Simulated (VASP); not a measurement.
Runs of VASP 6.6.1 on HfN (NiAs type). The structure is that of space group P6_3/mmc (No. 194), or close to it. The cells are those of the table. 

```tsv
cell	gap on the mesh (eV)	pressure (GPa)
a = 2.779, b = 2.779, c = 5.269 Å, angles 90.0, 90.0, 120.0°, 4 atoms	none	151.6
a = 3.011, b = 3.011, c = 5.486 Å, angles 90.0, 90.0, 120.0°, 4 atoms	none	37.5
a = 3.158, b = 3.158, c = 5.668 Å, angles 90.0, 90.0, 120.0°, 4 atoms	none	(a)
a = 2.637, b = 2.637, c = 5.201 Å, angles 90.0, 90.0, 120.0°, 4 atoms	none	261.2
a = 2.904, b = 2.904, c = 5.364 Å, angles 90.0, 90.0, 120.0°, 4 atoms	none	(b)
```

Alike in all rows: task single point; level PBE; potentials or basis VASP PAW PBE potentials, release 64 (Hf_pv, N); no spin polarisation; k mesh 10 × 10 × 6; cutoff (eV) 520; smearing fermi-dirac 0.05 eV.

Estimate the missing entries.

(a) -2.1; (b) 82.2.

Caveats: spin-orbit coupling is left out, which moves the levels of the heavy elements; the cell stands under pressure (at least some runs).

A k mesh can miss the band edges, and the runs leave out spin-orbit coupling on Hf.

A gap of «none» marks levels without a gap at the run's occupations.
